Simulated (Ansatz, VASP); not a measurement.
**BaRe in VASP and in Ansatz**

The input INCAR:

```
PREC = Accurate
ENCUT = 560
EDIFF = 1E-6
ISMEAR = 0
SIGMA = 0.05
LREAL = False
LASPH = True
NELM = 120
ALGO = Normal
ISIF = 2
LWAVE = False
LCHARG = True
GGA = CA
LELF = True
LVHAR = True
NBANDS = 20
GGA_COMPAT = False
```

KPOINTS

```
Automatic mesh
0
Gamma
  8 8 8
```

The input POSCAR:

```
BaRe
1.0
    3.7233438108      0.0000000000      0.0000000000
    0.0000000000      3.7233438108      0.0000000000
    0.0000000000      0.0000000000      3.7233438108
Ba Re
1 1
Direct
    0.0000000000      0.0000000000      0.0000000000
    0.5000000000      0.5000000000      0.5000000000
```

Input for Ansatz:

```yaml
crystal:
  lattice:
    - [3.7233438108, 0.0, 0.0]
    - [0.0, 3.7233438108, 0.0]
    - [0.0, 0.0, 3.7233438108]
  atoms:
    - { symbol: Ba, position: [0.0, 0.0, 0.0] }
    - { symbol: Re, position: [0.5, 0.5, 0.5] }
basis:
  ecutwfc: 420
  ecutrho_ratio: 4
kpoints:
  mp_grid: { grid: [8, 8, 8] }
hamiltonian:
  xc: lda
scf:
  occupations: { method: gaussian, width: 0.05 }
output:
  forces: true
  stress: true
  eigenvalues: true
  populations: true
```

Alike in both runs: task single point; functional LDA; k mesh 8 × 8 × 8; occupations gaussian, width 0.05 eV; no spin polarisation.

|  | VASP | Ansatz |
| --- | --- | --- |
| version | VASP 6.6.1 | Ansatz 0.2.0 |
| potentials or method | VASP PAW LDA potentials, release 64 (Ba_sv, Re_sv_GW), cutoff 560 eV | scalar-relativistic, plane waves, PAW |
| valence electrons in the cell | 25 | 25 |

VASP gave:

- gap on the k mesh at the Fermi level (eV): none
- pressure (GPa): -4.5

**Question.** What did Ansatz give for the same quantities?

**Answer.** gap on the k mesh at the Fermi level (eV): none; pressure (GPa): -5.9.

LDA's correlation is that of Perdew and Zunger in VASP and of Perdew and Wang (1992) in Ansatz. A gap of «none» marks a metal or a gap that the smearing closes.

Spin-orbit coupling is off throughout.
